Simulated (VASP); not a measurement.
# MnSi (F-43m) in VASP: further runs

MnSi is run at these levels: PBE-based screened hybrid with 25 % exact exchange, HSE06, r2SCAN50, PBE0; tasks: single point.

Program: VASP 6.6.1. These are calculated values, not measurements. Logs are shortened: lines on timing, memory, paths and dates and some standing lists are left out, and cuts for length are marked.

### 1 The cell of the first run

The structure is cubic, space group F-43m (No. 216). Conventional cell: a = 5.697 Å, b = 5.697 Å, c = 5.697 Å, α = 90.00°, β = 90.00°, γ = 90.00°. Within 3.3 Å of Mn (site symmetry -43m) lie 4 Si at 2.47 Å. Si (site symmetry -43m) has 4 Mn at 2.47 Å within 3.3 Å.

### 2 Single point, PBE-based screened hybrid with 25 % exact exchange, collinear spin, ferromagnetic start

POSCAR reads:

```
MnSi
1.0
    0.0000000000      2.8484286975      2.8484286975
    2.8484286975      0.0000000000      2.8484286975
    2.8484286975      2.8484286975      0.0000000000
Mn Si
1 1
Direct
    0.0000000000      0.0000000000      0.0000000000
    0.2500000000      0.2500000000      0.2500000000
```

INCAR.step1 reads:

```
ALGO = Normal
EDIFF = 1E-5
ENCUT = 520
GGA = PE
ISIF = 2
ISMEAR = -1
ISPIN = 2
LASPH = T
LMAXMIX = 4
LORBIT = 11
LREAL = F
LWAVE = T
MAGMOM = 4 0
NBANDS = 20
NELM = 150
PREC = Accurate
SIGMA = 0.05
```

INCAR.step2 reads:

```
AEXX = 0.25
ALGO = Normal
EDIFF = 1E-6
ENCUT = 520
GGA = PE
HFSCREEN = 0.3
ISIF = 2
ISMEAR = -1
ISPIN = 2
ISTART = 1
LASPH = T
LCHARG = T
LELF = T
LHFCALC = T
LMAXMIX = 4
LORBIT = 11
LREAL = F
LVHAR = T
LWAVE = F
MAGMOM = 4 0
NBANDS = 20
NELM = 150
PREC = Accurate
PRECFOCK = Normal
SIGMA = 0.05
```

KPOINTS reads:

```
k-points
0
Gamma
  5 5 5
```

Potentials or basis: VASP PAW PBE potentials, release 64 (Mn_pv, Si).

On the command line:

```bash
$ cat potpaw_PBE.64/Mn_pv/POTCAR potpaw_PBE.64/Si/POTCAR > POTCAR
$ cp INCAR.step1 INCAR
$ mpirun -np 1 vasp_std > vasp.out
$ cp INCAR.step2 INCAR
$ mpirun -np 1 vasp_std > vasp.out
```

OUTCAR:

```text
AEXX = 0.25
   EDIFF = 1E-6
   ENCUT = 520
   GGA = PE
   HFSCREEN = 0.3
   ISIF = 2
   ISMEAR = -1
   ISPIN = 2
   ISTART = 1
   LASPH = T
   LHFCALC = T
   LORBIT = 11
   LREAL = F
   NELM = 150
   PREC = Accurate
   PRECFOCK = Normal

 ion  position               nearest neighbor table
   1  0.000  0.000  0.000-   2 2.47   2 2.47   2 2.47   2 2.47
   2  0.250  0.250  0.250-   1 2.47   1 2.47   1 2.47   1 2.47

  LATTYP: Found a face centered cubic cell.
 ALAT       =     5.6968573950

  Lattice vectors:

 A1 = (   0.0000000000,   2.8484286975,   2.8484286975)
 A2 = (   2.8484286975,   0.0000000000,   2.8484286975)
 A3 = (   2.8484286975,   2.8484286975,   0.0000000000)

Analysis of symmetry for initial positions (statically):
=====================================================================
 Subroutine PRICEL returns:
 Original cell was already a primitive cell.

 Routine SETGRP: Setting up the symmetry group for a
 face centered cubic supercell.

 Subroutine GETGRP returns: Found 24 space group operations
 (whereof 24 operations were pure point group operations)
 out of a pool of 48 trial point group operations.

The static configuration has the point symmetry T_d .

Analysis of symmetry for dynamics (positions and initial velocities):
=====================================================================
 Subroutine PRICEL returns:
 Original cell was already a primitive cell.

 Routine SETGRP: Setting up the symmetry group for a
 face centered cubic supercell.

 Subroutine GETGRP returns: Found 24 space group operations
 (whereof 24 operations were pure point group operations)
 out of a pool of 48 trial point group operations.

The dynamic configuration has the point symmetry T_d .

Analysis of structural, dynamic, and magnetic symmetry:
=====================================================================
 Subroutine PRICEL returns:
 Original cell was already a primitive cell.

 Routine SETGRP: Setting up the symmetry group for a
 face centered cubic supercell.

 Subroutine GETGRP returns: Found 24 space group operations
 (whereof 24 operations were pure point group operations)
 out of a pool of 48 trial point group operations.

The overall configuration has the point symmetry T_d .

 Subroutine INISYM returns: Found 24 space group operations
 (whereof 24 operations are pure point group operations),
 and found     1 'primitive' translations

----------------------------------------------------------------------------------------
[... 107 lines left out ...]
   NKREDX  =     1    reduce k-point grid by
   NKREDY  =     1    reduce k-point grid by
   NKREDZ  =     1    reduce k-point grid by
   AEXX    =    0.2500 exact exchange contribution
   HFSCREEN=    0.3000 screening length (either q_TF or 0.3 A-1)
   HFSCREENC=   0.3000 screening length for correlation (either q_TF or 0.3 A-1)
   ENCUTFOCK=  -1.0 apply spherical cutoff to Coloumb kernel
   IVDW    =     0    specifies the selected vdW correction
   LEPSILON=     F    determine dielectric tensor
   LRPA    =     F    only Hartree local field effects (RPA)
 spin polarized calculation
  energy-cutoff  :      520.00
  volume of cell :       46.22
 maximum number of plane-waves:      1263
 NGX is ok and might be reduce to    30
  NGX = 24; NGY = 24; NGZ = 24

 number of electron      17.0000008 magnetization       3.0016176

 Free energy of the ion-electron system (eV)
  ---------------------------------------------------
  ext. energy  EPLUGINS =         0.00000000
  ---------------------------------------------------
  free energy    TOTEN  =       -17.08903654 eV

  energy without entropy =      -17.08222929  energy(sigma->0) =      -17.08563291

 E-fermi :   3.2273     XC(G=0):  -7.8448

 val. band max:        3.2001055347   @ k =  -0.4000   0.4000   0.2000
 cond. band min:       3.8479180209   @ k =  -0.2000   0.2000   0.0000
 fundamental gap:      0.6478124862
 Fermi energy:         3.2272887896

 spin component 1

 k-point     1 :       0.0000    0.0000    0.0000
  band No.  band energies     occupation
      1     -50.7442      1.00000
      2     -50.7442      1.00000
      3     -50.7442      1.00000
      4      -5.6667      1.00000
      5      -1.0841      1.00000
      6      -1.0841      1.00000
[... 206 lines left out ...]
      6      -0.8569      1.00000
[... 12 lines left out ...]
     19      19.7700      0.00000
     20      20.8353      0.00000
 Fermi energy:         3.2272887896

 spin component 2

 k-point     1 :       0.0000    0.0000    0.0000
  band No.  band energies     occupation
      1     -44.9596      1.00000
      2     -44.9596      1.00000
      3     -44.9596      1.00000
      4      -6.5119      1.00000
      5       2.6941      0.99998
      6       2.6941      0.99998
[... 219 lines left out ...]
     19      19.5664      0.00000
     20      20.7767      0.00000

------------------------ aborting loop because EDIFF is reached ----------------------------------------

  FORCE on cell =-STRESS in cart. coord.  units (eV):
  Direction    XX          YY          ZZ          XY          YZ          ZX
  --------------------------------------------------------------------------------------
  -------------------------------------------------------------------------------------
  Total        0.0376353      0.0376353      0.0376353      0.0000000     -0.0000000      0.0000000
  in kB        1.3045489      1.3045489      1.3045489      0.0000000     -0.0000000      0.0000000
  external PRESSURE =       1.3045489 kB  Pullay stress =       0.0000000 kB

 VOLUME and BASIS-vectors are now :
 -----------------------------------------------------------------------------
  energy-cutoff  :      520.00
  volume of cell :       46.22
      direct lattice vectors                 reciprocal lattice vectors
     0.000000000  2.848428698  2.848428698    -0.175535375  0.175535375  0.175535375
     2.848428698  0.000000000  2.848428698     0.175535375 -0.175535375  0.175535375
     2.848428698  2.848428698  0.000000000     0.175535375  0.175535375 -0.175535375

 POSITION                                       TOTAL-FORCE (eV/Angst)
 -----------------------------------------------------------------------------------
      0.00000      0.00000      0.00000        -0.000000      0.000000     -0.000000
      1.42421      1.42421      1.42421         0.000000     -0.000000      0.000000
 -----------------------------------------------------------------------------------
    total drift:                                0.000007      0.000009     -0.000005

  FREE ENERGIE OF THE ION-ELECTRON SYSTEM (eV)
  ---------------------------------------------------
  free  energy   TOTEN  =       -17.0890365372 eV

  energy  without entropy=      -17.0822292894  energy(sigma->0) =      -17.08563291

 total charge

# of ion       s       p       d       tot
------------------------------------------
    1        0.359   6.196   4.934  11.488
    2        0.834   0.887   0.000   1.721
--------------------------------------------------
tot          1.193   7.083   4.934  13.209

 magnetization (x)

# of ion       s       p       d       tot
------------------------------------------
    1        0.046  -0.043   3.897   3.900
    2       -0.041  -0.428   0.000  -0.469
--------------------------------------------------
tot          0.005  -0.471   3.897   3.432
```

Wall time 42 min (1 thread of AMD EPYC 7R43 (Zen 3), shared host); peak memory 0.28 GiB.

Results:

```yaml
Free_energy: -17.0890 eV
Pressure: 0.1 GPa
Band_gap_on_the_k_mesh: zero (filled and empty bands overlap)
Net_moment: 3.00 μB per cell
Site_moments: Mn +3.90; Si -0.47 μB
Valence_electrons_inside_the_program's_atomic_spheres: Mn 11.49; Si 1.72
```

Caveat: the k points lie up to 0.38 Å⁻¹ apart, too coarse for converged energies and pressures of a metal; the PAW data sets were made with another functional, which shifts forces and pressure a little.

### 3 Single point, HSE06, collinear spin, ferromagnetic start

This run uses another cell than the first one, of 16.14 Å³/atom.

POSCAR reads:

```
MnSi
1.0
    0.0000000000      2.5272246000      2.5272246000
    2.5272246000      0.0000000000      2.5272246000
    2.5272246000      2.5272246000      0.0000000000
Mn Si
1 1
Direct
    0.0000000000      0.0000000000      0.0000000000
    0.2500000000      0.2500000000      0.2500000000
```

INCAR.step1: that of step 2 with these lines changed.

```diff
@@ -7,7 +7,7 @@
 ISPIN = 2
-LASPH = T
+LASPH = True
 LMAXMIX = 4
 LORBIT = 11
-LREAL = F
-LWAVE = T
+LREAL = False
+LWAVE = True
 MAGMOM = 4 0
```

INCAR.step2 reads:

```
ALGO = Normal
EDIFF = 1E-7
ENCUT = 520
GGA = PE
HFSCREEN = 0.2079
ISIF = 2
ISMEAR = -1
ISPIN = 2
ISTART = 1
LASPH = True
LCHARG = True
LELF = True
LHFCALC = True
LMAXMIX = 4
LORBIT = 11
LREAL = False
LVHAR = True
LWAVE = False
MAGMOM = 4 0
NBANDS = 20
NELM = 150
PREC = Accurate
PRECFOCK = Normal
SIGMA = 0.05
```

KPOINTS is that of step 2.

Potentials or basis: VASP PAW PBE potentials, release 64 (Mn_pv, Si).

On the command line:

```bash
$ cat potpaw_PBE.64/Mn_pv/POTCAR potpaw_PBE.64/Si/POTCAR > POTCAR
$ cp INCAR.step1 INCAR
$ mpirun -np 1 vasp_std > vasp.out
$ cp INCAR.step2 INCAR
$ mpirun -np 1 vasp_std > vasp.out
```

It took 29 min on 1 thread of Intel Xeon 6975P-C (Granite Rapids), shared host; peak memory 0.28 GiB.

It converged, with:

```yaml
Free_energy: -16.6408 eV
Pressure: 32.3 GPa
Net_moment: 2.94 μB per cell
Site_moments: Mn +3.34; Si -0.35 μB
Valence_electrons_inside_the_program's_atomic_spheres: Mn 11.96; Si 1.92
```

Levels at points of the mesh, in eV from the Fermi level:
Spin up:
```tsv
k point	band 5	band 6	band 7	band 8	band 9	band 10	band 11	band 12	band 13	band 14
(0.00, 0.00, 0.00)	-4.99	-4.99	-4.99	-4.10	-4.10	7.64	7.64	7.64	8.68	8.68
```
Spin down:
| k point | band 5 | band 6 | band 7 | band 8 | band 9 | band 10 |
| --- | --- | --- | --- | --- | --- | --- |
| (0.00, 0.00, 0.00) | -1.68 | -1.68 | -1.68 | 2.49 | 2.49 | 8.45 |

Caveat: the k points lie up to 0.43 Å⁻¹ apart; the PAW data sets were made with another functional, which shifts forces and pressure a little.

[end of part 1 of 2]
